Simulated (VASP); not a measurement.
A run of VASP 6.6.1 is set up as follows.

POSCAR

```
Pd
1.0
    0.0000000000      1.9366037178      1.9366037178
    1.9366037178      0.0000000000      1.9366037178
    1.9366037178      1.9366037178      0.0000000000
Pd
1
Direct
    0.0000000000      0.0000000000      0.0000000000
```

INCAR.step1

```
ALGO = Normal
EDIFF = 1E-5
ENCUT = 470
GGA = PE
GGA_COMPAT = False
ISIF = 2
ISMEAR = -1
LASPH = True
LREAL = False
LWAVE = True
NBANDS = 15
NELM = 120
PREC = Accurate
SIGMA = 0.1
```

File INCAR.step2:

```
ALGO = Normal
EDIFF = 1E-6
ENCUT = 470
GGA = PE
GGA_COMPAT = False
HFSCREEN = 0.2079
ISIF = 2
ISMEAR = -1
ISTART = 1
LASPH = True
LCHARG = True
LELF = True
LHFCALC = True
LREAL = False
LVHAR = True
LWAVE = False
NBANDS = 15
NELM = 120
PREC = Accurate
PRECFOCK = Normal
SIGMA = 0.1
```

KPOINTS

```
k-points
0
Gamma
  6 6 6
```

Potentials or basis: VASP PAW PBE potentials, release 64 (Pd_sv_GW).

Run with:

```bash
$ cat potpaw_PBE.64/Pd_sv_GW/POTCAR > POTCAR
$ cp INCAR.step1 INCAR
$ mpirun -np 1 vasp_std > vasp.out
$ cp INCAR.step2 INCAR
$ mpirun -np 1 vasp_std > vasp.out
```

Q: What does it give for the pressure?

A: 0.4 GPa.

Q: Estimate the band gap on the k mesh.

A: Zero (bands 9 and 10 overlap by 2.30 eV).

Caveat: the k points lie up to 0.47 Å⁻¹ apart, too coarse for converged energies and pressures of a metal; the PAW data sets were made with another functional, which shifts forces and pressure a little.
